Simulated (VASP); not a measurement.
# Ge2Sb2Te5 (P-3m1) in VASP: further runs, part 2 of 2

VASP 6.6.1.

## (5) Single point, PBE (31.65 Å³/atom)

This run uses another cell than the first one, of 31.65 Å³/atom.

INCAR reads:

```
SYSTEM = Ge2Sb2Te5
  PREC = Accurate
  ENCUT = 520
  EDIFF = 1E-6
  ISMEAR = 0
  SIGMA = 0.03
  LREAL = .FALSE.
  LASPH = .TRUE.
  NELM = 100
  ALGO = Normal
  ISIF = 2
  LWAVE = .FALSE.
  LCHARG = .TRUE.
  GGA = PE
  LELF = .TRUE.
  LVHAR = .TRUE.
  NBANDS = 44
```

KPOINTS reads:

```
Automatic mesh
0
G
  12 12 2
  0 0 0
```

POSCAR reads:

```
Ge2Sb2Te5
1.0
    4.0939981098      0.0000000000      0.0000000000
   -2.0469990549      3.5455063661      0.0000000000
    0.0000000000      0.0000000000     19.6221235403
Ge Sb Te
2 2 5
Direct
    0.0000000000      0.0000000000      0.3313200918
    0.0000000000      0.0000000000      0.6686799082
    0.3333333333      0.6666666667      0.1120971408
    0.6666666667      0.3333333333      0.8879028592
    0.0000000000      0.0000000000      0.0000000000
    0.3333333333      0.6666666667      0.7914345914
    0.6666666667      0.3333333333      0.2085654086
    0.3333333333      0.6666666667      0.4096023866
    0.6666666667      0.3333333333      0.5903976134
```

Potentials or basis: VASP PAW PBE potentials, release 64 (Ge_d, Sb, Te).

Started as:

```bash
$ cat potpaw_PBE.64/Ge_d/POTCAR potpaw_PBE.64/Sb/POTCAR potpaw_PBE.64/Te/POTCAR > POTCAR
$ mpirun -np 1 vasp_std > vasp.out
```

OUTCAR:

```text
SYSTEM = Ge2Sb2Te5
   PREC = Accurate
   ENCUT = 520
   EDIFF = 1E-6
   ISMEAR = 0
   LREAL = .FALSE.
   LASPH = .TRUE.
   NELM = 100
   ISIF = 2
   GGA = PE

 ion  position               nearest neighbor table
   1  0.000  0.000  0.331-   8 2.82   8 2.82   8 2.82
   2  0.000  0.000  0.669-   9 2.82   9 2.82   9 2.82
   3  0.333  0.667  0.112-   7 3.03   7 3.03   7 3.03   5 3.23   5 3.23   5 3.23
   4  0.667  0.333  0.888-   6 3.03   6 3.03   6 3.03   5 3.23   5 3.23   5 3.23
   5  0.000  0.000  0.000-   3 3.23   4 3.23   3 3.23   4 3.23   4 3.23   3 3.23
   6  0.333  0.667  0.791-   4 3.03   4 3.03   4 3.03
   7  0.667  0.333  0.209-   3 3.03   3 3.03   3 3.03
   8  0.333  0.667  0.410-   1 2.82   1 2.82   1 2.82
   9  0.667  0.333  0.590-   2 2.82   2 2.82   2 2.82

  LATTYP: Found a hexagonal cell.
 ALAT       =     4.0939981098
 C/A-ratio  =     4.7929000000

  Lattice vectors:

 A1 = (   4.0939981098,   0.0000000000,   0.0000000000)
 A2 = (  -2.0469990549,   3.5455063661,   0.0000000000)
 A3 = (   0.0000000000,   0.0000000000,  19.6221235403)

Analysis of symmetry for initial positions (statically):
=====================================================================
 Subroutine PRICEL returns:
 Original cell was already a primitive cell.

 Routine SETGRP: Setting up the symmetry group for a
 hexagonal supercell.

 Subroutine GETGRP returns: Found 12 space group operations
 (whereof 12 operations were pure point group operations)
 out of a pool of 24 trial point group operations.

The static configuration has the point symmetry D_3d.

Analysis of symmetry for dynamics (positions and initial velocities):
=====================================================================
 Subroutine PRICEL returns:
 Original cell was already a primitive cell.

 Routine SETGRP: Setting up the symmetry group for a
 hexagonal supercell.

 Subroutine GETGRP returns: Found 12 space group operations
 (whereof 12 operations were pure point group operations)
 out of a pool of 24 trial point group operations.

The dynamic configuration has the point symmetry D_3d.

 Subroutine INISYM returns: Found 12 space group operations
 (whereof 12 operations are pure point group operations),
 and found     1 'primitive' translations

----------------------------------------------------------------------------------------

                                     Primitive cell

  volume of cell :     284.8209

  direct lattice vectors                    reciprocal lattice vectors
     4.093998110  0.000000000  0.000000000     0.244260005  0.141023580  0.000000000
    -2.046999055  3.545506366  0.000000000     0.000000000  0.282047160  0.000000000
     0.000000000  0.000000000 19.622123540     0.000000000  0.000000000  0.050962884

  length of vectors
     4.093998110  4.093998110 19.622123540     0.282047160  0.282047160  0.050962884

  position of ions in fractional coordinates (direct lattice)
     0.000000000  0.000000000  0.331320092
     0.000000000  0.000000000  0.668679908
     0.333333333  0.666666667  0.112097141
[... 48 lines left out ...]
  0.083333  0.000000  0.000000      6.000000
  0.166667  0.000000  0.000000      6.000000
  0.250000  0.000000  0.000000      6.000000
  0.333333 -0.000000  0.000000      6.000000
  0.416667  0.000000  0.000000      6.000000
[... 16 lines left out ...]
  0.250000  0.000000  0.500000      6.000000
  0.333333 -0.000000  0.500000      6.000000
 [... further k-points ...]
   k-points           NKPTS =     38   k-points in BZ     NKDIM =     38   number of bands    NBANDS=     44
   number of dos      NEDOS =    301   number of ions     NIONS =      9
   total plane-waves  NPLWV = 135000
   dimension x,y,z NGX =    30 NGY =   30 NGZ =  150
   dimension x,y,z NGXF=    60 NGYF=   60 NGZF=  300
   ions per type =               2   2   5
   NGX,Y,Z   is equivalent  to a cutoff of  12.18, 12.18, 12.71 a.u.
   NGXF,Y,Z  is equivalent  to a cutoff of  24.36, 24.36, 25.42 a.u.
 SYSTEM =  Ge2Sb2Te5
   PREC   = accura    normal or accurate (medium, high low for compatibility)
   ISTART =      0    job   : 0-new  1-cont  2-samecut
   ICHARG =      2    charge: 1-file 2-atom 10-const
   ISPIN  =      1    spin polarized calculation?
   LNONCOLLINEAR =      F non collinear calculations
   LSORBIT =      F    spin-orbit coupling
   LASPH  =      T    aspherical Exc in radial PAW
   ENCUT  =  520.0 eV  38.22 Ry    6.18 a.u.   7.61  7.61 36.48*2*pi/ulx,y,z
   NELM   =    100;   NELMIN=  2; NELMDL= -5     # of ELM steps
   EDIFF  = 0.1E-05   stopping-criterion for ELM
   LREAL  =      F    real-space projection
   EDIFFG = 0.1E-04   stopping-criterion for IOM
   NSW    =      0    number of steps for IOM
   IBRION =     -1    ionic relax: 0-MD 1-quasi-New 2-CG
   NFREE  =      0    steps in history (QN), initial steepest desc. (CG)
   ISIF   =      2    stress and relaxation
   ISYM   =      2    0-nonsym 1-usesym 2-fastsym
   POTIM  = 0.5000    time-step for ionic-motion
   TEBEG  =    0.0;   TEEND  =   0.0 temperature during run
   PSTRESS=    0.0 pullay stress
   NELECT =      68.0000    total number of electrons
   NUPDOWN=      -1.0000    fix difference up-down
   EMIN   =  10.00;   EMAX   =-10.00  energy-range for DOS
   EFERMI =   0.00;   METHOD = LEGACY
   ISMEAR =     0;   SIGMA  =   0.03  broadening in eV -4-tet -1-fermi 0-gaus
   EFERMI_NEDOS =   21; number of points for ismear=-14 and -15
   IALGO  =     38    algorithm
   IMIX   =      4    mixing-type and parameters
     AMIX     =   0.40;   BMIX     =  1.00
     AMIX_MAG =   1.60;   BMIX_MAG =  1.00
  volume/ion in A,a.u.               =      31.65       213.56
  Fermi-wavevector in a.u.,A,eV,Ry     =   1.015595  1.919196 14.033497  1.031433
  Thomas-Fermi vector in A             =   2.148890
   LORBIT       =      0    0 simple, 1 ext, 2 COOP (PROOUT), +10 PAW based schemes
   GGA     = PE    functional components
   LHFCALC =     F    Hartree Fock is set to
   AEXX    =    0.0000 exact exchange contribution
   IVDW    =     0    specifies the selected vdW correction
   LEPSILON=     F    determine dielectric tensor
   LRPA    =     F    only Hartree local field effects (RPA)
 non-spin polarized calculation
 Gauss-broadening in eV      SIGMA  =   0.03
  energy-cutoff  :      520.00
  volume of cell :      284.82
 maximum number of plane-waves:      7735
   NGX = 15   NGY = 15   NGZ = 73

 number of electron      67.9999966 magnetization

 Free energy of the ion-electron system (eV)
  ---------------------------------------------------
  ext. energy  EPLUGINS =         0.00000000
  ---------------------------------------------------
  free energy    TOTEN  =       -33.55893525 eV

  energy without entropy =      -33.55707189  energy(sigma->0) =      -33.55800357

 E-fermi :   5.7929     XC(G=0):  -9.1946

 val. band max:        5.7878366732   @ k =   0.4167   0.0833   0.0000
 cond. band min:       5.7946235822   @ k =   0.3333  -0.0000   0.5000
 fundamental gap:      0.0067869090
 Fermi energy:         5.7929244613

 k-point     1 :       0.0000    0.0000    0.0000
  band No.  band energies     occupation
      1     -18.9996      2.00000
      2     -18.9996      2.00000
      3     -18.9996      2.00000
      4     -18.9996      2.00000
      5     -18.9860      2.00000
      6     -18.9860      2.00000
[... 1117 lines left out ...]
     43       8.7796      0.00000
     44       8.8767      0.00000

 [... further k-points ...]

------------------------ aborting loop because EDIFF is reached ----------------------------------------

  FORCE on cell =-STRESS in cart. coord.  units (eV):
  Direction    XX          YY          ZZ          XY          YZ          ZX
  --------------------------------------------------------------------------------------
  -------------------------------------------------------------------------------------
  Total        2.4502678      2.4502678     -4.6407221      0.0000000      0.0000000      0.0000000
  in kB       13.7832689     13.7832689    -26.1050320      0.0000000      0.0000000      0.0000000
  external PRESSURE =       0.4871686 kB  Pullay stress =       0.0000000 kB

 VOLUME and BASIS-vectors are now :
 -----------------------------------------------------------------------------
  energy-cutoff  :      520.00
  volume of cell :      284.82
      direct lattice vectors                 reciprocal lattice vectors
     4.093998110  0.000000000  0.000000000     0.244260005  0.141023580  0.000000000
    -2.046999055  3.545506366  0.000000000     0.000000000  0.282047160  0.000000000
     0.000000000  0.000000000 19.622123540     0.000000000  0.000000000  0.050962884

 POSITION                                       TOTAL-FORCE (eV/Angst)
 -----------------------------------------------------------------------------------
      0.00000      0.00000      6.50120         0.000000     -0.000000      0.229288
      0.00000      0.00000     13.12092        -0.000000      0.000000     -0.229288
     -0.00000      2.36367      2.19958         0.000000      0.000000      0.003697
      2.04700      1.18184     17.42254        -0.000000      0.000000     -0.003697
      0.00000      0.00000      0.00000        -0.000000      0.000000     -0.000000
     -0.00000      2.36367     15.52963        -0.000000      0.000000      0.298060
      2.04700      1.18184      4.09250         0.000000      0.000000     -0.298060
     -0.00000      2.36367      8.03727        -0.000000     -0.000000     -0.313878
      2.04700      1.18184     11.58485         0.000000      0.000000      0.313878
 -----------------------------------------------------------------------------------
    total drift:                                0.000000      0.000000      0.000000

  FREE ENERGIE OF THE ION-ELECTRON SYSTEM (eV)
  ---------------------------------------------------
  free  energy   TOTEN  =       -33.5589352472 eV

  energy  without entropy=      -33.5570718902  energy(sigma->0) =      -33.55800357
```

Wall time 6.9 min (1 thread of Intel Xeon 6975P-C (Granite Rapids), shared host); peak memory 0.62 GiB.

Results:

* Free energy: -33.5589 eV
* Pressure: 0.0 GPa
* Largest force: 0.314 eV/Å
* Band gap on the k mesh: zero (bands 34 and 35 overlap by 0.44 eV)

Forces in eV/Å, atoms in the order of the input:
```
Ge   0.000  0.000  0.229
Ge   0.000  0.000 -0.229
Sb   0.000  0.000  0.004
Sb   0.000  0.000 -0.004
Te   0.000  0.000  0.000
Te   0.000  0.000  0.298
Te   0.000  0.000 -0.298
Te   0.000  0.000 -0.314
Te   0.000  0.000  0.314
```

Caveat: spin-orbit coupling is left out, which moves the levels of the heavy elements; this functional lacks dispersion, which binds layers or chains, so the pressure and a relaxed spacing across them are unreliable.

## (6) Single point, PBE (31.65 Å³/atom)

This run uses another cell than the first one, of 31.65 Å³/atom.

INCAR reads:

```
SYSTEM = Ge2Sb2Te5
ALGO     = Normal         ! electronic algorithm
EDIFF    = 1E-6           ! SCF threshold, eV
ENCUT    = 520            ! plane-wave cutoff, eV
GGA      = PE             ! functional
ISIF     = 2              ! what is computed and relaxed
ISMEAR   = 0              ! smearing method
LASPH    = .TRUE.         ! aspherical terms in the spheres
LCHARG   = .FALSE.        ! write CHGCAR
LREAL    = .FALSE.        ! projectors in reciprocal space
LWAVE    = .FALSE.        ! write WAVECAR
NBANDS   = 44             ! bands
NELM     = 80             ! most SCF steps
PREC     = Accurate       ! precision mode
SIGMA    = 0.03           ! smearing width, eV
```

KPOINTS reads:

```
k-points
0
G
  12 12 2
  0 0 0
```

POSCAR, as its differences from that of step 5:

```diff
@@ -2,5 +2,5 @@
 1.0
-    4.0939981098      0.0000000000      0.0000000000
-   -2.0469990549      3.5455063661      0.0000000000
-    0.0000000000      0.0000000000     19.6221235403
+    4.4388751383      0.0000000000      0.0000000000
+   -2.2194375691      3.8441786340      0.0000000000
+    0.0000000000      0.0000000000     16.6915021825
 Ge Sb Te
```

Potentials or basis: VASP PAW PBE potentials, release 64 (Ge_d, Sb, Te).

Started as:

```bash
$ cat potpaw_PBE.64/Ge_d/POTCAR potpaw_PBE.64/Sb/POTCAR potpaw_PBE.64/Te/POTCAR > POTCAR
$ mpirun -np 1 vasp_std > vasp.out
```

Wall time 5.3 min (1 thread of Intel Xeon 6975P-C (Granite Rapids), shared host); peak memory 0.68 GiB.

It converged, with:

```
Free energy            : -33.5925 eV
Pressure               : -0.3 GPa
Largest force          : 0.269 eV/Å
Band gap on the k mesh : zero (bands 34 and 35 overlap by 0.07 eV)
```

Forces on the atoms (eV/Å):
```
Ge   0.000  0.000 -0.052
Ge   0.000  0.000  0.052
Sb   0.000  0.000 -0.039
Sb   0.000  0.000  0.039
Te   0.000  0.000  0.000
Te   0.000  0.000 -0.179
Te   0.000  0.000  0.179
Te   0.000  0.000  0.269
Te   0.000  0.000 -0.269
```

Stress tensor (GPa, compression positive):
```
-1.44  0.00  0.00
 0.00 -1.44  0.00
 0.00  0.00  1.98
```

Levels at points of the mesh, in eV from the Fermi level:
| k point | band 31 | band 32 | band 33 | band 34 | band 35 | band 36 | band 37 | band 38 |
| --- | --- | --- | --- | --- | --- | --- | --- | --- |
| (0.00, 0.00, 0.00) | -1.44 | -1.41 | -1.26 | -0.44 | 0.01 | 0.01 | 0.40 | 0.80 |
| (0.50, 0.00, 0.00) | -1.60 | -1.50 | -0.92 | -0.59 | 0.64 | 0.98 | 1.33 | 1.64 |
| (0.00, 0.00, 0.50) | -1.47 | -1.40 | -1.26 | -0.46 | 0.04 | 0.04 | 0.41 | 0.81 |
| (0.50, 0.00, 0.50) | -1.78 | -1.47 | -1.24 | -0.34 | 0.23 | 0.85 | 1.78 | 1.87 |

Caveat: spin-orbit coupling is left out, which moves the levels of the heavy elements; this functional lacks dispersion, which binds layers or chains, so the pressure and a relaxed spacing across them are unreliable.

## (7) Summary

```tsv
cell	gap on the mesh (eV)	pressure (GPa)	largest force (eV/Å)
a = 4.082, b = 4.082, c = 20.789 Å, angles 90.0, 90.0, 120.0°, 9 atoms	none	-2.2	0.84
a = 4.499, b = 4.499, c = 17.978 Å, angles 90.0, 90.0, 120.0°, 9 atoms	0.08	-3.8	0.39
a = 4.012, b = 4.012, c = 20.432 Å, angles 90.0, 90.0, 120.0°, 9 atoms	none	-0.3	0.49
a = 4.094, b = 4.094, c = 19.622 Å, angles 90.0, 90.0, 120.0°, 9 atoms	none	0.0	0.31
a = 4.439, b = 4.439, c = 16.692 Å, angles 90.0, 90.0, 120.0°, 9 atoms	none	-0.3	0.27
```

Alike in all rows: task single point; level PBE; potentials or basis VASP PAW PBE potentials, release 64 (Ge_d, Sb, Te); no spin polarisation; k mesh 12 × 12 × 2; cutoff (eV) 520; smearing gaussian 0.03 eV.

Caveats: spin-orbit coupling is left out, which moves the levels of the heavy elements; this functional lacks dispersion, which binds layers or chains, so the pressure and a relaxed spacing across them are unreliable; the stress differs along the axes, from -6 to -0 GPa (at least some runs); the cell stands under tension (at least some runs); semilocal functionals underestimate gaps, and a narrow one can read as zero (at least some runs); the stress differs along the axes, from -4 to 2 GPa (at least some runs).

Absolute energies hang on the potentials; compare differences alone.

The gap in the log of VASP goes by the Fermi energy; the results here count the filled bands.